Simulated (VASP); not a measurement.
The system is TlBr.

```
Tl Br
1.0
     3.94619    0.00000    0.00000
     0.00000    3.94619    0.00000
     0.00000    0.00000    3.94619
Tl Br
1 1
Cartesian
  0.0000 0.0000 0.0000
  1.9731 1.9731 1.9731
```

Base run:

| Property | Result |
| --- | --- |
| Program | VASP 6.6.1 |
| Functional | PBE |
| Potentials or basis | VASP PAW PBE potentials, release 64 (Tl_d, Br) |
| Cutoff | 500 eV |
| k mesh | 4 × 4 × 4 |
| Occupations | gaussian, width 0.01 eV |
| Spin | no spin polarisation |

Its results: band gap on the k mesh 1.78 eV; pressure 2.0 GPa.

Problem. After a change of settings the same cell gave: band gap on the k mesh 3.14 eV; pressure 1.4 GPa. Which change was it?
A. functional from PBE to PBE0; cutoff from 500 eV to 400 eV
B. functional from PBE to r2SCAN; cutoff from 500 eV to 550 eV
C. k mesh from 4 × 4 × 4 to 6 × 6 × 6
D. functional from PBE to HSE06; cutoff from 500 eV to 400 eV

Solution. A.

Caveats: spin-orbit coupling is left out, which moves the levels of the heavy elements; the PAW data sets were made with another functional, which shifts forces and pressure a little (at least some runs).
